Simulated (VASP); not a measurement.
Here is a VASP 6.6.1 calculation.

Contents of INCAR:

```
SYSTEM = Ga2O3
PREC     = Accurate       ! precision mode
ENCUT    = 600            ! plane-wave cutoff, eV
EDIFF    = 1E-6           ! SCF threshold, eV
ISMEAR   = 0              ! smearing method
SIGMA    = 0.01           ! smearing width, eV
LREAL    = .False.        ! projectors in reciprocal space
LASPH    = .True.         ! aspherical terms in the spheres
NELM     = 80             ! most SCF steps
ALGO     = Normal         ! electronic algorithm
ISIF     = 3              ! what is computed and relaxed
LWAVE    = .False.        ! write WAVECAR
LCHARG   = .False.        ! write CHGCAR
IBRION   = 2              ! ionic algorithm
NSW      = 80             ! ionic steps
EDIFFG   = -0.001         ! ionic threshold
```

Contents of KPOINTS:

```
Automatic mesh
0
Gamma
  5 5 5
  0 0 0
```

POSCAR

```
Ga2O3
1.0
    2.4986991939      1.4426246522      4.4835497685
   -2.4986991939      1.4426246522      4.4835497685
    0.0000000000     -2.8852493044      4.4835497685
Ga O
4 6
Direct
    0.8555855800      0.8555855800      0.8555855800
    0.6444144200      0.6444144200      0.6444144200
    0.1444144200      0.1444144200      0.1444144200
    0.3555855800      0.3555855800      0.3555855800
    0.7500000000      0.4468328200      0.0531671800
    0.4468328200      0.0531671800      0.7500000000
    0.0531671800      0.7500000000      0.4468328200
    0.2500000000      0.5531671800      0.9468328200
    0.9468328200      0.2500000000      0.5531671800
    0.5531671800      0.9468328200      0.2500000000
```

Potentials or basis: VASP PAW LDA potentials, release 64 (Ga_d, O).

Launch:

```console
$ cat potpaw_LDA.64/Ga_d/POTCAR potpaw_LDA.64/O/POTCAR > POTCAR
$ mpirun -np 1 vasp_std > vasp.out
```

Estimate the relaxed cell.

a = 5.286 Å, b = 5.286 Å, c = 5.286 Å, α = 55.98°, β = 55.98°, γ = 55.98°.

What does it give for the space group after relaxing (to 0.05 Å)?

R-3c (No. 167).

What does it give for the relaxed volume?

9.47 Å³/atom.

Step by step:
```csv
step,energy change (eV),largest force (eV/Å),pressure (GPa),volume (Å³)
1,0.0000,0.0565,-5.17,96.97
2,-0.0011,0.0234,5.61,92.65
3,-0.0375,0.0275,-0.05,94.75
4,-0.0375,0.0271,0.14,94.71
5,-0.0378,0.0177,0.04,94.70
6,-0.0378,0.0217,0.14,94.70
7,-0.0379,0.0095,-0.23,94.80
8,-0.0379,0.0138,-0.06,94.77
9,-0.0379,0.0120,-0.13,94.77
10,-0.0379,0.0142,-0.09,94.77
11,-0.0379,0.0034,-0.01,94.75
12,-0.0379,0.0043,-0.03,94.74
13,-0.0379,0.0017,0.05,94.72
14,-0.0379,0.0015,0.01,94.73
15,-0.0379,0.0013,0.01,94.72
16,-0.0379,0.0014,0.01,94.72
17,-0.0379,0.0016,0.03,94.72
18,-0.0379,0.0016,0.03,94.72
19,-0.0379,0.0007,-0.05,94.74
20,-0.0379,0.0026,0.04,94.73
21,-0.0379,0.0002,-0.04,94.74
22,-0.0379,0.0028,-0.03,94.73
23,-0.0379,0.0026,0.00,94.73
24,-0.0379,0.0015,0.00,94.73
25,-0.0379,0.0013,0.00,94.73
26,-0.0379,0.0005,-0.02,94.73
27,-0.0379,0.0019,0.02,94.73
28,-0.0379,0.0014,0.00,94.73
29,-0.0379,0.0006,-0.01,94.73
```
